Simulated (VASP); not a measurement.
Here is a VASP 6.6.1 calculation.

Contents of INCAR:

```
SYSTEM = Mo6H
ALGO = Normal
EDIFF = 1E-7
ENCUT = 520
GGA = PE
ISIF = 2
ISMEAR = 0
LASPH = .TRUE.
LCHARG = .TRUE.
LELF = .TRUE.
LREAL = .FALSE.
LVHAR = .TRUE.
LWAVE = .FALSE.
NBANDS = 52
NELM = 60
PREC = Accurate
SIGMA = 0.2
```

Contents of KPOINTS:

```
k-points
0
G
  5 5 2
  0 0 0
```

POSCAR

```
Mo6H
1.0
    3.1369916440      0.0000000000      0.0000000000
    0.0000000000      3.1369916440      0.0000000000
    0.0000000000      0.0000000000      9.9244795141
H Mo
1 6
Direct
    0.5000000000      0.5000000000      0.0000000000
    0.5000000000      0.5000000000      0.1878575083
    0.5000000000      0.5000000000      0.8121424917
    0.0000000000      0.0000000000      0.0000000000
    0.0000000000      0.0000000000      0.6607539286
    0.0000000000      0.0000000000      0.3392460714
    0.5000000000      0.5000000000      0.5000000000
```

Potentials or basis: VASP PAW PBE potentials, release 64 (H, Mo_sv).

Run with:

```console
$ cat potpaw_PBE.64/H/POTCAR potpaw_PBE.64/Mo_sv/POTCAR > POTCAR
$ mpirun -np 1 vasp_std > vasp.out
```

(1) What does it give for the largest force?

(2) Estimate the pressure.

## Answers

(1) 0.041 eV/Å.

(2) 0.6 GPa.

Caveat: the k points lie up to 0.40 Å⁻¹ apart.
